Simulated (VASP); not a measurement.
# BaTiO3 (Pm-3m) in VASP: notebook

Runs on BaTiO3. Level: PBE. Tasks: dielectric tensor, vibrations by perturbation theory.

Program: VASP 6.6.1. These are calculated values, not measurements. Logs are shortened: lines on timing, memory, paths and dates and some standing lists are left out, and cuts for length are marked.

## (1) The cell of the first run

Symmetry: Pm-3m, No. 221, cubic system. The conventional cell has a = 4.006 Å, b = 4.006 Å, c = 4.006 Å, α = 90.00°, β = 90.00°, γ = 90.00°. Within 3.7 Å of Ba (site symmetry m-3m) lie 12 O at 2.83 Å and 8 Ti at 3.47 Å. Ti (site symmetry m-3m) has 6 O at 2.00 Å within 2.7 Å. O (site symmetry 4/mmm) has 2 Ti at 2.00 Å within 2.7 Å.

## (2) Dielectric tensor, PBE

Contents of INCAR:

```
PREC = Accurate
ENCUT = 520
EDIFF = 1E-8
ISMEAR = 0
SIGMA = 0.01
LREAL = False
LASPH = True
NELM = 80
ALGO = Normal
ISIF = 2
LWAVE = False
LCHARG = False
GGA = PE
LEPSILON = True
```

Contents of KPOINTS:

```
Automatic mesh
0
Gamma
  6 6 6
```

Contents of POSCAR:

```
BaTiO3
1.0
    4.0060000000      0.0000000000      0.0000000000
    0.0000000000      4.0060000000      0.0000000000
    0.0000000000      0.0000000000      4.0060000000
Ba Ti O
1 1 3
Direct
    0.5000000000      0.5000000000      0.5000000000
    0.0000000000      0.0000000000      0.0000000000
    0.0000000000      0.0000000000      0.5000000000
    0.0000000000      0.5000000000      0.0000000000
    0.5000000000      0.0000000000      0.0000000000
```

Potentials or basis: VASP PAW PBE potentials, release 64 (Ba_sv, Ti_sv, O).

Started as:

```bash
cat potpaw_PBE.64/Ba_sv/POTCAR potpaw_PBE.64/Ti_sv/POTCAR potpaw_PBE.64/O/POTCAR > POTCAR
mpirun -np 1 vasp_std > vasp.out
```

OUTCAR:

```text
PREC = Accurate
   ENCUT = 520
   EDIFF = 1E-8
   ISMEAR = 0
   LREAL = False
   LASPH = True
   NELM = 80
   ISIF = 2
   GGA = PE
   LEPSILON = True

 ion  position               nearest neighbor table
   1  0.500  0.500  0.500-   3 2.83   4 2.83   5 2.83   4 2.83   5 2.83   3 2.83   5 2.83   5 2.83
                             3 2.83   4 2.83   4 2.83   3 2.83   2 3.47   2 3.47   2 3.47   2 3.47
   2  0.000  0.000  0.000-   3 2.00   4 2.00   5 2.00   3 2.00   4 2.00   5 2.00   1 3.47   1 3.47
                             1 3.47   1 3.47   1 3.47   1 3.47   1 3.47   1 3.47
   3  0.000  0.000  0.500-   2 2.00   2 2.00   1 2.83   1 2.83   1 2.83   1 2.83
   4  0.000  0.500  0.000-   2 2.00   2 2.00   1 2.83   1 2.83   1 2.83   1 2.83
   5  0.500  0.000  0.000-   2 2.00   2 2.00   1 2.83   1 2.83   1 2.83   1 2.83

  LATTYP: Found a simple cubic cell.
 ALAT       =     4.0060000000

  Lattice vectors:

 A1 = (   4.0060000000,   0.0000000000,   0.0000000000)
 A2 = (   0.0000000000,   4.0060000000,   0.0000000000)
 A3 = (   0.0000000000,   0.0000000000,   4.0060000000)

Analysis of symmetry for initial positions (statically):
=====================================================================
 Subroutine PRICEL returns:
 Original cell was already a primitive cell.

 Routine SETGRP: Setting up the symmetry group for a
 simple cubic supercell.

 Subroutine GETGRP returns: Found 48 space group operations
 (whereof 48 operations were pure point group operations)
 out of a pool of 48 trial point group operations.

The static configuration has the point symmetry O_h .

Analysis of symmetry for dynamics (positions and initial velocities):
=====================================================================
 Subroutine PRICEL returns:
 Original cell was already a primitive cell.

 Routine SETGRP: Setting up the symmetry group for a
 simple cubic supercell.

 Subroutine GETGRP returns: Found 48 space group operations
 (whereof 48 operations were pure point group operations)
 out of a pool of 48 trial point group operations.

The dynamic configuration has the point symmetry O_h .

 Subroutine INISYM returns: Found 48 space group operations
 (whereof 48 operations are pure point group operations),
 and found     1 'primitive' translations

----------------------------------------------------------------------------------------

                                     Primitive cell

  volume of cell :      64.2884

  direct lattice vectors                    reciprocal lattice vectors
[... 705 lines left out ...]
  FREE ENERGIE OF THE ION-ELECTRON SYSTEM (eV)
  ---------------------------------------------------
  free  energy   TOTEN  =       -39.9701786041 eV

  energy  without entropy=      -39.9701786041  energy(sigma->0) =      -39.97017860

 HEAD OF MICROSCOPIC STATIC DIELECTRIC TENSOR (INDEPENDENT PARTICLE, excluding Hartree and local field effects)
 ------------------------------------------------------
           6.951730    -0.000000     0.000000
           0.000000     6.951730    -0.000000
          -0.000000    -0.000000     6.951730
 ------------------------------------------------------

 Free energy of the ion-electron system (eV)
  ---------------------------------------------------
  ---------------------------------------------------
  free energy    TOTEN  =        -1.09243829 eV

  energy without entropy =       -1.09243829

------------------------ aborting loop because EDIFF is reached ----------------------------------------

--------------------------------------- Ionic step        2  -------------------------------------------

------------------------ aborting loop because EDIFF is reached ----------------------------------------

--------------------------------------- Ionic step        3  -------------------------------------------

 Free energy of the ion-electron system (eV)
  ---------------------------------------------------
  ---------------------------------------------------
  free energy    TOTEN  =        -1.09243863 eV

  energy without entropy =       -1.09243863

------------------------ aborting loop because EDIFF is reached ----------------------------------------

 PIEZOELECTRIC TENSOR FIELD DIRECTION 3  (e Angst)
 -----------------------------------------------------------------------------
     0.00795  0.00000  0.00000           ( -0.00003  0.00000  0.00000)
     0.00000  0.00795 -0.00000           (  0.00000 -0.00003 -0.00000)
    -0.00000  0.00000 -0.01386           (  0.00000 -0.00000  0.00036)

 PIEZOELECTRIC TENSOR FIELD DIRECTION 3  (C/m^2)
 -----------------------------------------------------------------------------
     0.00198  0.00000  0.00000
     0.00000  0.00198 -0.00000
    -0.00000  0.00000 -0.00345

 MACROSCOPIC STATIC DIELECTRIC TENSOR (including local field effects in DFT)
 ------------------------------------------------------
           6.803959    -0.000000    -0.000000
           0.000000     6.803959    -0.000000
           0.000000     0.000000     6.803959
 ------------------------------------------------------

 PIEZOELECTRIC TENSOR (including local field effects)  for field in x, y, z        (e  Angst)
          XX          YY          ZZ          XY          YZ          ZX
  --------------------------------------------------------------------------------
  x     0.00000     0.00000     0.00000     0.00000     0.00000     0.00000
  y     0.00000     0.00000     0.00000     0.00000     0.00000     0.00000
  z     0.00000     0.00000     0.00000     0.00000     0.00000     0.00000

 PIEZOELECTRIC TENSOR (including local field effects)  for field in x, y, z        (C/m^2)
          XX          YY          ZZ          XY          YZ          ZX
  --------------------------------------------------------------------------------
  x     0.00000     0.00000     0.00000     0.00000     0.00000     0.00000
  y     0.00000     0.00000     0.00000     0.00000     0.00000     0.00000
  z     0.00000     0.00000     0.00000     0.00000     0.00000     0.00000

 BORN EFFECTIVE CHARGES (including local field effects) (in |e|, cummulative output)
 ---------------------------------------------------------------------------------
 ion    1
    1     2.74656    -0.00000    -0.00000
    2     0.00000     2.74656    -0.00000
    3    -0.00000    -0.00000     2.74656
 ion    2
    1     7.48091     0.00000     0.00000
    2     0.00000     7.48091    -0.00000
    3    -0.00000     0.00000     7.48091
 ion    3
    1    -2.14635    -0.00000    -0.00000
    2    -0.00000    -2.14635     0.00000
    3     0.00000    -0.00000    -5.93477
 ion    4
    1    -2.14635     0.00000     0.00000
    2    -0.00000    -5.93477     0.00000
    3     0.00000     0.00000    -2.14635
 ion    5
    1    -5.93477     0.00000     0.00000
    2    -0.00000    -2.14635    -0.00000
    3    -0.00000     0.00000    -2.14635
```

Wall time 23 min (1 thread of Intel Xeon 8259CL, shared host); peak memory 0.33 GiB.

Results:

```
Band gap on the k mesh                  : 1.74 eV (least direct gap 1.89 eV)
Electronic dielectric tensor (diagonal) : 6.80
Born charges (mean of the diagonal)     : Ba +2.75; Ti +7.48; O -3.41 e
```

Levels at points of the mesh, in eV from the valence-band top:
```csv
k point,band 18,band 19,band 20,band 21,band 22,band 23
"(0.00, 0.00, 0.00)",-0.15,-0.15,-0.15,1.74,1.74,1.74
"(0.50, 0.00, 0.00)",-1.83,-0.71,-0.71,1.90,3.47,3.47
"(0.50, 0.50, 0.00)",-0.87,-0.87,-0.09,3.48,3.48,3.89
"(0.50, 0.50, 0.50)",0.00,0.00,0.00,4.14,4.14,4.14
```

Electronic dielectric tensor:
```
6.80 0.00 0.00
0.00 6.80 0.00
0.00 0.00 6.80
```

Born effective charge tensors (e):
atom 1, Ba
```
2.75 0.00 0.00
0.00 2.75 0.00
0.00 0.00 2.75
```
atom 2, Ti
```
7.48 0.00 0.00
0.00 7.48 0.00
0.00 0.00 7.48
```
atom 3, O
```
-2.15  0.00  0.00
 0.00 -2.15  0.00
 0.00  0.00 -5.93
```
atom 4, O
```
-2.15  0.00  0.00
 0.00 -5.93  0.00
 0.00  0.00 -2.15
```
atom 5, O
```
-5.93  0.00  0.00
 0.00 -2.15  0.00
 0.00  0.00 -2.15
```

Caveat: spin-orbit coupling is left out, which moves the levels of the heavy elements. PBE gaps usually lie below the measured ones, often by a third to a half.

## (3) Vibrations by perturbation theory, PBE

Contents of INCAR:

```
SYSTEM = BaTiO3
PREC = Accurate
ENCUT = 520
EDIFF = 1E-8
ISMEAR = 0
SIGMA = 0.01
LREAL = .False.
LASPH = .True.
NELM = 60
ALGO = Normal
ISIF = 2
LWAVE = .False.
LCHARG = .True.
GGA = PE
IBRION = 8
NSW = 1
LEPSILON = .True.
```

Contents of KPOINTS:

```
Automatic mesh
0
Gamma
  6 6 6
  0 0 0
```

POSCAR is that of step 2.

Potentials or basis: VASP PAW PBE potentials, release 64 (Ba_sv, Ti_sv, O).

Started as:

```bash
cat potpaw_PBE.64/Ba_sv/POTCAR potpaw_PBE.64/Ti_sv/POTCAR potpaw_PBE.64/O/POTCAR > POTCAR
mpirun -np 1 vasp_std > vasp.out
```

OUTCAR:

```text
SYSTEM = BaTiO3
   PREC = Accurate
   ENCUT = 520
   EDIFF = 1E-8
   ISMEAR = 0
   LREAL = .False.
   LASPH = .True.
   NELM = 60
   ISIF = 2
   GGA = PE
   IBRION = 8
   NSW = 1
   LEPSILON = .True.

 ion  position               nearest neighbor table
   1  0.500  0.500  0.500-   3 2.83   4 2.83   5 2.83   4 2.83   5 2.83   3 2.83   5 2.83   5 2.83
                             3 2.83   4 2.83   4 2.83   3 2.83   2 3.47   2 3.47   2 3.47   2 3.47
   2  0.000  0.000  0.000-   3 2.00   4 2.00   5 2.00   3 2.00   4 2.00   5 2.00   1 3.47   1 3.47
                             1 3.47   1 3.47   1 3.47   1 3.47   1 3.47   1 3.47
[... 1013 lines left out ...]
      0.000000  0.000000  2.003000    -0.041337   -0.017016    0.602206
      0.000000  2.003000  0.000000    -0.041337   -0.035575    0.288037
      2.003000  0.000000  0.000000    -0.086423   -0.017016    0.288037

--------------------------------------------------------------------------------------------------------

 MACROSCOPIC STATIC DIELECTRIC TENSOR IONIC CONTRIBUTION
 ------------------------------------------------------
           0.710271     0.000000     0.000000
           0.000000     0.710271     0.000000
           0.000000     0.000000     0.710271
 ------------------------------------------------------

 ELASTIC MODULI CONTR FROM IONIC RELAXATION (kBar)
 Direction    XX          YY          ZZ          XY          YZ          ZX
 --------------------------------------------------------------------------------
 XX           0.0000      0.0000      0.0000      0.0000      0.0000      0.0000
 YY           0.0000      0.0000      0.0000      0.0000      0.0000      0.0000
 ZZ           0.0000      0.0000      0.0000      0.0000      0.0000      0.0000
 XY           0.0000      0.0000      0.0000      0.0000      0.0000      0.0000
 YZ           0.0000      0.0000      0.0000      0.0000      0.0000      0.0000
 ZX           0.0000      0.0000      0.0000      0.0000      0.0000      0.0000
 --------------------------------------------------------------------------------

 PIEZOELECTRIC TENSOR IONIC CONTR  for field in x, y, z        (C/m^2)
          XX          YY          ZZ          XY          YZ          ZX
  --------------------------------------------------------------------------------
  x     0.00000     0.00000     0.00000     0.00000     0.00000     0.00000
  y     0.00000     0.00000     0.00000     0.00000     0.00000     0.00000
  z     0.00000     0.00000     0.00000     0.00000     0.00000     0.00000
```

OSZICAR:

```text
N       E                     dE             d eps       ncg     rms          rms(c)
DAV:   1     0.457500316151E+03    0.45750E+03   -0.20964E+04   960   0.177E+03
DAV:   2    -0.612122584384E+01   -0.46362E+03   -0.45533E+03  1224   0.477E+02
DAV:   3    -0.490652324186E+02   -0.42944E+02   -0.41427E+02  1168   0.144E+02
[... 467 lines left out ...]
RMM:  17    -0.375903994132E+00   -0.15807E-07   -0.53498E-07  3995   0.392E-05    0.451E-06
RMM:  18    -0.375903992740E+00    0.13928E-08   -0.34951E-07  4052   0.239E-05    0.121E-06
RMM:  19    -0.375903999387E+00   -0.66476E-08   -0.19536E-07  3686   0.141E-05    0.982E-07
RMM:  20    -0.375904001515E+00   -0.21273E-08   -0.14148E-07  3560   0.930E-06    0.506E-07
RMM:  21    -0.375904000942E+00    0.57281E-09   -0.89755E-08  2855   0.604E-06    0.761E-07
 Linear response finished
```

Wall time 33 min (1 thread of Intel Xeon 8259CL, shared host); peak memory 0.46 GiB.

Results:

| Item | Value |
| --- | --- |
| Electronic dielectric tensor (diagonal) | 6.80 |
| Born charges (mean of the diagonal) | Ba +2.75; Ti +7.48; O -3.41 e |
| Highest phonon frequency at Γ, LO-TO splitting left out | 463 cm⁻¹ |
| Most unstable mode | 217i cm⁻¹ |

Phonon frequencies in cm⁻¹ (negative: imaginary):
| q point | frequencies |
| --- | --- |
| (0.000, 0.000, 0.000) | -217 -217 -217 1 1 1 177 177 177 289 289 289 463 463 463 |

Electronic dielectric tensor:
```
6.80 0.00 0.00
0.00 6.80 0.00
0.00 0.00 6.80
```

Born effective charge tensors (e):
atom 1, Ba
```
2.75 0.00 0.00
0.00 2.75 0.00
0.00 0.00 2.75
```
atom 2, Ti
```
7.48 0.00 0.00
0.00 7.48 0.00
0.00 0.00 7.48
```
atom 3, O
```
-2.15  0.00  0.00
 0.00 -2.15  0.00
 0.00  0.00 -5.93
```
atom 4, O
```
-2.15  0.00  0.00
 0.00 -5.93  0.00
 0.00  0.00 -2.15
```
atom 5, O
```
-5.93  0.00  0.00
 0.00 -2.15  0.00
 0.00  0.00 -2.15
```

Caveat: the cell stands under pressure or tension, which shifts response properties; some modes are imaginary; spin-orbit coupling is left out, which moves the levels of the heavy elements.
